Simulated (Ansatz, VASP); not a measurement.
# Two plane-wave programs on P

The input INCAR:

```
PREC     = Accurate       # precision mode
ENCUT    = 520            # plane-wave cutoff, eV
EDIFF    = 1E-8           # SCF threshold, eV
ISMEAR   = -1             # smearing method
SIGMA    = 0.05           # smearing width, eV
LREAL    = Auto         
LASPH    = True           # aspherical terms in the spheres
NELM     = 80             # most SCF steps
ALGO     = Normal         # electronic algorithm
ISIF     = 2              # what is computed and relaxed
LWAVE    = False          # write WAVECAR
LCHARG   = False          # write CHGCAR
GGA      = PS             # functional
LEFG     = True         
NBANDS   = 54             # bands
```

Contents of KPOINTS:

```
regular mesh
0
Gamma
  2 2 2
```

File POSCAR:

```
P
1.0
    1.6582000000      5.2420000000      4.3793000000
    1.6582000000     -5.2420000000      4.3793000000
    6.6328000000      0.0000000000      0.0000000000
P
16
Direct
    0.6419600000      0.4387200000      0.2298300000
    0.6419600000      0.4387200000      0.7298300000
    0.1419600000      0.9387200000      0.4798300000
    0.1419600000      0.9387200000      0.9798300000
    0.1887200000      0.3919600000      0.1048300000
    0.1887200000      0.3919600000      0.6048300000
    0.6887200000      0.8919600000      0.3548300000
    0.6887200000      0.8919600000      0.8548300000
    0.8580400000      0.0612800000      0.0201700000
    0.8580400000      0.0612800000      0.5201700000
    0.3580400000      0.5612800000      0.2701700000
    0.3580400000      0.5612800000      0.7701700000
    0.3112800000      0.1080400000      0.1451700000
    0.3112800000      0.1080400000      0.6451700000
    0.8112800000      0.6080400000      0.3951700000
    0.8112800000      0.6080400000      0.8951700000
```

Input for Ansatz:

```yaml
crystal:
  lattice:
    - [1.6582, 5.242, 4.3793]
    - [1.6582, -5.242, 4.3793]
    - [6.6328, 0.0, 0.0]
  atoms:
    - { symbol: P, position: [0.64196, 0.43872, 0.22983] }
    - { symbol: P, position: [0.64196, 0.43872, 0.72983] }
    - { symbol: P, position: [0.14196, 0.93872, 0.47983] }
    - { symbol: P, position: [0.14196, 0.93872, 0.97983] }
    - { symbol: P, position: [0.18872, 0.39196, 0.10483] }
    - { symbol: P, position: [0.18872, 0.39196, 0.60483] }
    - { symbol: P, position: [0.68872, 0.89196, 0.35483] }
    - { symbol: P, position: [0.68872, 0.89196, 0.85483] }
    - { symbol: P, position: [0.85804, 0.06128, 0.02017] }
    - { symbol: P, position: [0.85804, 0.06128, 0.52017] }
    - { symbol: P, position: [0.35804, 0.56128, 0.27017] }
    - { symbol: P, position: [0.35804, 0.56128, 0.77017] }
    - { symbol: P, position: [0.31128, 0.10804, 0.14517] }
    - { symbol: P, position: [0.31128, 0.10804, 0.64517] }
    - { symbol: P, position: [0.81128, 0.60804, 0.39517] }
    - { symbol: P, position: [0.81128, 0.60804, 0.89517] }
kpoints:
  mp_grid: { grid: [2, 2, 2] }
scf:
  occupations: { method: fermi_dirac, width: 0.05 }
hamiltonian:
  xc: pbesol
  pseudopotentials: { kind: paw, azcp: { folder: soft_1 } }
output:
  forces: true
  efg: { contact_densities: true }
  core_levels: { shells: { P: "2p" }, counted_from: fermi_level, add_spin: always }
```

Alike in both runs: task electric field gradients; functional PBEsol; k mesh 2 × 2 × 2; occupations fermi-dirac, width 0.05 eV; no spin polarisation.

|  | VASP | Ansatz |
| --- | --- | --- |
| version | VASP 6.6.1 | Ansatz 0.2.0 |
| potentials or method | VASP PAW PBE potentials, release 64 (P) | plane-wave PAW, scalar-relativistic |
| plane-wave cutoff (eV) | 520 | 420 |
| valence electrons in the cell | 80 | 80 |

Ansatz gave:

```
rms of the force components (eV/Å)                   : 0.095
size of Vzz on the site where it differs most (V/Å²) : 67.8
```

**Question.** What did VASP give for the same quantities?

**Answer.** rms of the force components (eV/Å): 0.081; size of Vzz on the site where it differs most (V/Å²): 65.6.

VASP's potentials were made for PBE, not for PBEsol, and Ansatz warns of the same on its side. Atom by atom the forces differ by 0.017 eV/Å (rms over components).

The k mesh is coarse, so the values compare programs but aren't converged.
